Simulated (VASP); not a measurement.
# Ni (P6_3/mmc) in VASP: a series of runs

Runs on Ni. Level: PBEsol. Tasks: single point.

All numbers are computed with VASP 6.6.1; they aren't measurements. Logs are shortened: lines on timing, memory, paths and dates and some standing lists are left out, and cuts for length are marked.

## (1) The cell of the first run

The structure is hexagonal, space group P6_3/mmc (No. 194). Conventional cell: a = 2.407 Å, b = 2.407 Å, c = 4.004 Å, α = 90.00°, β = 90.00°, γ = 120.00°. Within 3.2 Å of Ni (site symmetry -6m2) lie 12 Ni at 2.41 to 2.44 Å.

This isn't the form of Ni at room conditions, which is fcc.

## (2) Single point, PBEsol, collinear spin, antiferromagnetic start

Input file INCAR:

```
SYSTEM = Ni
PREC = Accurate
ENCUT = 520
EDIFF = 1E-6
ISMEAR = -1
SIGMA = 0.1
LREAL = .FALSE.
LASPH = .TRUE.
NELM = 150
ALGO = Normal
ISIF = 2
LWAVE = .FALSE.
LCHARG = .FALSE.
ISPIN = 2
MAGMOM = 1 -1
LORBIT = 11
LMAXMIX = 4
GGA = PS
NBANDS = 21
```

Input file KPOINTS:

```
regular mesh
0
G
  16 16 8
  0 0 0
```

Input file POSCAR:

```
Ni
1.0
    2.4065201184      0.0000000000      0.0000000000
   -1.2032600592      2.0841100061      0.0000000000
    0.0000000000      0.0000000000      4.0037659837
Ni
2
Direct
    0.3333333333      0.6666666667      0.2500000000
    0.6666666667      0.3333333333      0.7500000000
```

Potentials or basis: VASP PAW PBE potentials, release 64 (Ni).

On the command line:

```bash
$ cat potpaw_PBE.64/Ni/POTCAR > POTCAR
$ mpirun -np 1 vasp_std > vasp.out
```

OUTCAR:

```text
SYSTEM = Ni
   PREC = Accurate
   ENCUT = 520
   EDIFF = 1E-6
   ISMEAR = -1
   LREAL = .FALSE.
   LASPH = .TRUE.
   NELM = 150
   ISIF = 2
   ISPIN = 2
   LORBIT = 11
   GGA = PS

 ion  position               nearest neighbor table
   1  0.333  0.667  0.250-   2 2.44   2 2.44   2 2.44   2 2.44   2 2.44   2 2.44
   2  0.667  0.333  0.750-   1 2.44   1 2.44   1 2.44   1 2.44   1 2.44   1 2.44

  LATTYP: Found a hexagonal cell.
 ALAT       =     2.4065201184
 C/A-ratio  =     1.6637159827

  Lattice vectors:

 A1 = (   2.4065201184,   0.0000000000,   0.0000000000)
 A2 = (  -1.2032600592,   2.0841100061,   0.0000000000)
 A3 = (   0.0000000000,   0.0000000000,   4.0037659837)

Analysis of symmetry for initial positions (statically):
=====================================================================
 Subroutine PRICEL returns:
 Original cell was already a primitive cell.

 Routine SETGRP: Setting up the symmetry group for a
 hexagonal supercell.

 Subroutine GETGRP returns: Found 24 space group operations
 (whereof 12 operations were pure point group operations)
 out of a pool of 24 trial point group operations.

The static configuration has the point symmetry D_3d.
 The point group associated with its full space group is D_6h.

Analysis of symmetry for dynamics (positions and initial velocities):
=====================================================================
 Subroutine PRICEL returns:
 Original cell was already a primitive cell.

 Routine SETGRP: Setting up the symmetry group for a
 hexagonal supercell.

 Subroutine GETGRP returns: Found 24 space group operations
 (whereof 12 operations were pure point group operations)
 out of a pool of 24 trial point group operations.

The dynamic configuration has the point symmetry D_3d.
 The point group associated with its full space group is D_6h.

Analysis of structural, dynamic, and magnetic symmetry:
=====================================================================
 Subroutine PRICEL returns:
 Original cell was already a primitive cell.

 Routine SETGRP: Setting up the symmetry group for a
 hexagonal supercell.

 Subroutine GETGRP returns: Found 24 space group operations
 (whereof 12 operations were pure point group operations)
 out of a pool of 24 trial point group operations.

The overall configuration has the point symmetry D_3d.
 The point group associated with its full space group is D_6h.

 Subroutine INISYM returns: Found 24 space group operations
 (whereof 12 operations are pure point group operations),
 and found     1 'primitive' translations

----------------------------------------------------------------------------------------

                                     Primitive cell

  volume of cell :      20.0807

  direct lattice vectors                    reciprocal lattice vectors
     2.406520118  0.000000000  0.000000000     0.415537769  0.239910561  0.000000000
    -1.203260059  2.084110006  0.000000000     0.000000000  0.479821121  0.000000000
     0.000000000  0.000000000  4.003765984     0.000000000  0.000000000  0.249764847

  length of vectors
     2.406520118  2.406522239  4.003765984     0.479821544  0.479821121  0.249764847

  position of ions in fractional coordinates (direct lattice)
     0.333333333  0.666666667  0.250000000
     0.666666667  0.333333333  0.750000000

  ion indices of the primitive-cell ions
   primitive index   ion index
                 1           1
                 2           2

----------------------------------------------------------------------------------------

 KPOINTS: regular mesh

Automatic generation of k-mesh.
 Grid dimensions read from file:
 generate k-points for:   16   16    8

 Generating k-lattice:

  Cartesian coordinates                     Fractional coordinates (reciprocal lattice)
     0.025971111  0.014994410  0.000000000     0.062500000  0.000000000  0.000000000
     0.000000000  0.029988820  0.000000000     0.000000000  0.062500000  0.000000000
     0.000000000  0.000000000  0.031220606     0.000000000  0.000000000  0.125000000

  Length of vectors
     0.029988847  0.029988820  0.031220606

  Shift w.r.t. Gamma in fractional coordinates (k-lattice)
     0.000000000  0.000000000  0.000000000

 Subroutine IBZKPT returns following result:
 ===========================================

 Found    150 irreducible k-points:

 Following reciprocal coordinates:
            Coordinates               Weight
  0.000000  0.000000  0.000000      1.000000
  0.062500 -0.000000  0.000000      6.000000
  0.125000 -0.000000  0.000000      6.000000
  0.187500 -0.000000  0.000000      6.000000
  0.250000 -0.000000  0.000000      6.000000
  0.312500  0.000000  0.000000      6.000000
[... 16 lines left out ...]
  0.187500  0.187500  0.000000      6.000000
  0.250000  0.187500  0.000000     12.000000
 [... further k-points ...]
   k-points           NKPTS =    150   k-points in BZ     NKDIM =    150   number of bands    NBANDS=     21
   number of dos      NEDOS =    301   number of ions     NIONS =      2
   total plane-waves  NPLWV =   9720
   dimension x,y,z NGX =    18 NGY =   18 NGZ =   30
   dimension x,y,z NGXF=    36 NGYF=   36 NGZF=   60
   ions per type =               2
   NGX,Y,Z   is equivalent  to a cutoff of  12.43, 12.43, 12.46 a.u.
   NGXF,Y,Z  is equivalent  to a cutoff of  24.87, 24.87, 24.91 a.u.
 SYSTEM =  Ni
   PREC   = accura    normal or accurate (medium, high low for compatibility)
   ISTART =      0    job   : 0-new  1-cont  2-samecut
   ICHARG =      2    charge: 1-file 2-atom 10-const
   ISPIN  =      2    spin polarized calculation?
   LNONCOLLINEAR =      F non collinear calculations
   LSORBIT =      F    spin-orbit coupling
   LASPH  =      T    aspherical Exc in radial PAW
   ENCUT  =  520.0 eV  38.22 Ry    6.18 a.u.   4.47  4.47  7.44*2*pi/ulx,y,z
   NELM   =    150;   NELMIN=  2; NELMDL= -5     # of ELM steps
   EDIFF  = 0.1E-05   stopping-criterion for ELM
   LREAL  =      F    real-space projection
   EDIFFG = 0.1E-04   stopping-criterion for IOM
   NSW    =      0    number of steps for IOM
   IBRION =     -1    ionic relax: 0-MD 1-quasi-New 2-CG
   NFREE  =      0    steps in history (QN), initial steepest desc. (CG)
   ISIF   =      2    stress and relaxation
   ISYM   =      2    0-nonsym 1-usesym 2-fastsym
   POTIM  = 0.5000    time-step for ionic-motion
   TEBEG  =    0.0;   TEEND  =   0.0 temperature during run
   PSTRESS=    0.0 pullay stress
   NELECT =      20.0000    total number of electrons
   NUPDOWN=      -1.0000    fix difference up-down
   EMIN   =  10.00;   EMAX   =-10.00  energy-range for DOS
   EFERMI =   0.00;   METHOD = LEGACY
   ISMEAR =    -1;   SIGMA  =   0.10  broadening in eV -4-tet -1-fermi 0-gaus
   EFERMI_NEDOS =   21; number of points for ismear=-14 and -15
   IALGO  =     38    algorithm
   IMIX   =      4    mixing-type and parameters
     AMIX     =   0.40;   BMIX     =  1.00
     AMIX_MAG =   1.60;   BMIX_MAG =  1.00
  volume/ion in A,a.u.               =      10.04        67.76
  Fermi-wavevector in a.u.,A,eV,Ry     =   1.634903  3.089518 36.367102  2.672907
  Thomas-Fermi vector in A             =   2.726464
   LORBIT       =     11    0 simple, 1 ext, 2 COOP (PROOUT), +10 PAW based schemes
   GGA     = PS    functional components
   LHFCALC =     F    Hartree Fock is set to
   AEXX    =    0.0000 exact exchange contribution
   IVDW    =     0    specifies the selected vdW correction
   LEPSILON=     F    determine dielectric tensor
   LRPA    =     F    only Hartree local field effects (RPA)
 spin polarized calculation
  energy-cutoff  :      520.00
  volume of cell :       20.08
 maximum number of plane-waves:       561
 NGX is ok and might be reduce to    18
   NGX =  9   NGY =  9   NGZ = 15

 number of electron      19.9999982 magnetization       0.0000000

 number of electron      19.9999982 magnetization      -0.0000000

 Free energy of the ion-electron system (eV)
  ---------------------------------------------------
  ext. energy  EPLUGINS =         0.00000000
  ---------------------------------------------------
  free energy    TOTEN  =       -12.20254707 eV

  energy without entropy =      -12.02362360  energy(sigma->0) =      -12.11308534

 E-fermi :  10.2379     XC(G=0): -13.9167

 val. band max:       10.2367357809   @ k =   0.3125   0.1875   0.1250
 cond. band min:      10.2380760711   @ k =   0.3750  -0.0000   0.0000
 fundamental gap:      0.0013402902
 Fermi energy:        10.2378610208

 spin component 1

 k-point     1 :       0.0000    0.0000    0.0000
  band No.  band energies     occupation
      1       0.7327      1.00000
      2       5.2551      1.00000
      3       8.0304      1.00000
      4       8.1830      1.00000
      5       8.1830      1.00000
      6       8.4812      1.00000
[... 13 lines left out ...]
     20      38.0174      0.00000
     21      42.0520      0.00000
[... 529 lines left out ...]
 k-point    24 :       0.2500    0.1875    0.0000
  band No.  band energies     occupation
      1       5.1256      1.00000
      2       6.4832      1.00000
      3       6.5997      1.00000
      4       6.9348      1.00000
      5       7.9250      1.00000
      6       8.3012      1.00000
[... 13 lines left out ...]
     20      40.7389      0.00000
     21      42.6827      0.00000

 [... further k-points ...]

 spin component 2

 k-point     1 :       0.0000    0.0000    0.0000
  band No.  band energies     occupation
      1       0.7327      1.00000
      2       5.2551      1.00000
      3       8.0304      1.00000
      4       8.1830      1.00000
      5       8.1830      1.00000
      6       8.4812      1.00000
[... 13 lines left out ...]
     20      38.0174      0.00000
     21      42.0520      0.00000
[... 529 lines left out ...]
 k-point    24 :       0.2500    0.1875    0.0000
  band No.  band energies     occupation
      1       5.1256      1.00000
      2       6.4832      1.00000
      3       6.5997      1.00000
      4       6.9348      1.00000
      5       7.9250      1.00000
      6       8.3012      1.00000
[... 13 lines left out ...]
     20      40.7389      0.00000
     21      42.6827      0.00000

 [... further k-points ...]

------------------------ aborting loop because EDIFF is reached ----------------------------------------

  FORCE on cell =-STRESS in cart. coord.  units (eV):
  Direction    XX          YY          ZZ          XY          YZ          ZX
  --------------------------------------------------------------------------------------
  -------------------------------------------------------------------------------------
  Total        1.1892484      1.1892511      0.7523337     -0.0000000      0.0000000     -0.0000000
  in kB       94.8864763     94.8866993     60.0263956     -0.0000000      0.0000000     -0.0000000
  external PRESSURE =      83.2665237 kB  Pullay stress =       0.0000000 kB

 VOLUME and BASIS-vectors are now :
 -----------------------------------------------------------------------------
  energy-cutoff  :      520.00
  volume of cell :       20.08
      direct lattice vectors                 reciprocal lattice vectors
     2.406520118  0.000000000  0.000000000     0.415537769  0.239910561  0.000000000
    -1.203260059  2.084110006  0.000000000     0.000000000  0.479821121  0.000000000
     0.000000000  0.000000000  4.003765984     0.000000000  0.000000000  0.249764847

 POSITION                                       TOTAL-FORCE (eV/Angst)
 -----------------------------------------------------------------------------------
     -0.00000      1.38941      1.00094        -0.000000      0.000000      0.000000
      1.20326      0.69470      3.00282         0.000000      0.000000      0.000000
 -----------------------------------------------------------------------------------
    total drift:                               -0.000000     -0.000000     -0.000000

  FREE ENERGIE OF THE ION-ELECTRON SYSTEM (eV)
  ---------------------------------------------------
  free  energy   TOTEN  =       -12.2025470731 eV

  energy  without entropy=      -12.0236235978  energy(sigma->0) =      -12.11308534

 total charge

# of ion       s       p       d       tot
------------------------------------------
    1        0.533   0.574   8.366   9.473
    2        0.533   0.574   8.366   9.473
--------------------------------------------------
tot          1.066   1.148  16.731  18.945

 magnetization (x)

# of ion       s       p       d       tot
------------------------------------------
    1       -0.000  -0.000   0.003   0.003
    2        0.000   0.000  -0.003  -0.003
--------------------------------------------------
tot          0.000   0.000   0.000   0.000
```

Wall time 75 s (1 thread of Intel Xeon Platinum 8488C (Sapphire Rapids), shared host); peak memory 0.2 GiB.

What came out:

| Item | Value |
| --- | --- |
| Free energy | -12.2025 eV |
| Pressure | 8.3 GPa |
| Band gap on the k mesh | zero (filled and empty bands overlap) |
| Net moment | 0.00 μB per cell |
| Valence electrons inside the program's atomic spheres | Ni 9.47 |

Caveat: the cell stands under pressure; the PAW data sets were made with another functional, which shifts forces and pressure a little.

## (3) Single point, PBEsol, collinear spin, antiferromagnetic start

This run uses another cell than the first one, of 10.30 Å³/atom.

Input file INCAR:

```
SYSTEM = Ni
PREC = Accurate
ENCUT = 520
EDIFF = 1E-6
ISMEAR = -1
SIGMA = 0.1
LREAL = .False.
LASPH = .True.
NELM = 150
ALGO = Normal
ISIF = 2
LWAVE = .False.
LCHARG = .True.
ISPIN = 2
MAGMOM = 1 -1
LORBIT = 11
LMAXMIX = 4
GGA = PS
LELF = .True.
LVHAR = .True.
NBANDS = 21
```

Input file KPOINTS:

```
regular mesh
0
Gamma
  16 16 8
  0 0 0
```

Input file POSCAR:

```
Ni
1.0
    2.4274474307      0.0000000000      0.0000000000
   -1.2137237154      2.1022336115      0.0000000000
    0.0000000000      0.0000000000      4.0385830877
Ni
2
Direct
    0.3333333333      0.6666666667      0.2500000000
    0.6666666667      0.3333333333      0.7500000000
```

Potentials or basis: VASP PAW PBE potentials, release 64 (Ni).

On the command line:

```bash
$ cat potpaw_PBE.64/Ni/POTCAR > POTCAR
$ mpirun -np 1 vasp_std > vasp.out
```

OUTCAR:

```text
SYSTEM = Ni
   PREC = Accurate
   ENCUT = 520
   EDIFF = 1E-6
   ISMEAR = -1
   LREAL = .False.
   LASPH = .True.
   NELM = 150
   ISIF = 2
   ISPIN = 2
   LORBIT = 11
   GGA = PS

 ion  position               nearest neighbor table
   1  0.333  0.667  0.250-   2 2.46   2 2.46   2 2.46   2 2.46   2 2.46   2 2.46
   2  0.667  0.333  0.750-   1 2.46   1 2.46   1 2.46   1 2.46   1 2.46   1 2.46

  LATTYP: Found a hexagonal cell.
 ALAT       =     2.4274474307
 C/A-ratio  =     1.6637159827

  Lattice vectors:

 A1 = (   2.4274474307,   0.0000000000,   0.0000000000)
 A2 = (  -1.2137237154,   2.1022336115,   0.0000000000)
 A3 = (   0.0000000000,   0.0000000000,   4.0385830877)

Analysis of symmetry for initial positions (statically):
=====================================================================
 Subroutine PRICEL returns:
 Original cell was already a primitive cell.

 Routine SETGRP: Setting up the symmetry group for a
 hexagonal supercell.
[... 778 lines left out ...]
      3       7.7150      1.00000
      4       7.8628      1.00000
      5       7.8628      1.00000
      6       8.1487      1.00000
[... 565 lines left out ...]
     20      39.8423      0.00000
     21      41.8487      0.00000

 [... further k-points ...]

------------------------ aborting loop because EDIFF is reached ----------------------------------------

  FORCE on cell =-STRESS in cart. coord.  units (eV):
  Direction    XX          YY          ZZ          XY          YZ          ZX
  --------------------------------------------------------------------------------------
  -------------------------------------------------------------------------------------
  Total        0.3849480      0.3849489     -0.0248497     -0.0000000      0.0000000      0.0000000
  in kB       29.9262833     29.9263537     -1.9318403     -0.0000000      0.0000000      0.0000000
  external PRESSURE =      19.3069322 kB  Pullay stress =       0.0000000 kB

 VOLUME and BASIS-vectors are now :
 -----------------------------------------------------------------------------
  energy-cutoff  :      520.00
  volume of cell :       20.61
      direct lattice vectors                 reciprocal lattice vectors
     2.427447431  0.000000000  0.000000000     0.411955368  0.237842263  0.000000000
    -1.213723715  2.102233611  0.000000000     0.000000000  0.475684526  0.000000000
     0.000000000  0.000000000  4.038583088     0.000000000  0.000000000  0.247611595

 POSITION                                       TOTAL-FORCE (eV/Angst)
 -----------------------------------------------------------------------------------
     -0.00000      1.40149      1.00965         0.000000      0.000000      0.000000
      1.21372      0.70074      3.02894        -0.000000     -0.000000      0.000000
 -----------------------------------------------------------------------------------
    total drift:                               -0.000000      0.000000     -0.000000

  FREE ENERGIE OF THE ION-ELECTRON SYSTEM (eV)
  ---------------------------------------------------
  free  energy   TOTEN  =       -12.2193382235 eV

  energy  without entropy=      -12.0369911599  energy(sigma->0) =      -12.12816469

 total charge

# of ion       s       p       d       tot
------------------------------------------
    1        0.521   0.548   8.350   9.419
    2        0.521   0.548   8.350   9.419
--------------------------------------------------
tot          1.041   1.096  16.701  18.838

 magnetization (x)

# of ion       s       p       d       tot
------------------------------------------
    1       -0.000   0.000  -0.000  -0.000
    2        0.000  -0.000   0.000   0.000
--------------------------------------------------
tot          0.000   0.000   0.000   0.000
```

Wall time 92 s (1 thread of Intel Xeon Platinum 8488C (Sapphire Rapids), shared host); peak memory 0.2 GiB.

Results:

| Property | Result |
| --- | --- |
| Free energy | -12.2193 eV |
| Pressure | 1.9 GPa |
| Band gap on the k mesh | zero (filled and empty bands overlap) |
| Net moment | 0.00 μB per cell |
| Valence electrons inside the program's atomic spheres | Ni 9.42 |

Stress tensor (GPa, compression positive):
```
 2.99  0.00  0.00
 0.00  2.99  0.00
 0.00  0.00 -0.19
```

Levels at points of the mesh, in eV from the Fermi level:
Spin up:
| k point | band 6 | band 7 | band 8 | band 9 | band 10 | band 11 | band 12 | band 13 | band 14 | band 15 |
| --- | --- | --- | --- | --- | --- | --- | --- | --- | --- | --- |
| (0.00, 0.00, 0.00) | -1.69 | -1.69 | -1.17 | -1.17 | -0.51 | -0.17 | -0.17 | 6.13 | 23.36 | 25.68 |
| (0.50, 0.00, 0.00) | -1.99 | -1.68 | -0.02 | 0.01 | 0.11 | 1.65 | 3.61 | 9.77 | 10.36 | 12.98 |
| (0.00, 0.00, 0.50) | -2.01 | -2.01 | -2.01 | -0.48 | -0.48 | -0.48 | -0.48 | 14.68 | 14.68 | 24.10 |
| (0.50, 0.00, 0.50) | -1.10 | -0.55 | -0.55 | 0.06 | 0.06 | 1.69 | 1.69 | 7.53 | 7.53 | 19.20 |
Spin down:
```tsv
k point	band 7	band 8	band 9	band 10	band 11	band 12	band 13	band 14
(0.00, 0.00, 0.00)	-1.69	-1.17	-1.17	-0.51	-0.17	-0.17	6.13	23.36
(0.50, 0.00, 0.00)	-1.68	-0.02	0.01	0.11	1.65	3.61	9.77	10.36
(0.00, 0.00, 0.50)	-2.01	-2.01	-0.48	-0.48	-0.48	-0.48	14.68	14.68
(0.50, 0.00, 0.50)	-0.55	-0.55	0.06	0.06	1.69	1.69	7.53	7.53
```

Caveat: the PAW data sets were made with another functional, which shifts forces and pressure a little.

[end of part 1 of 2]
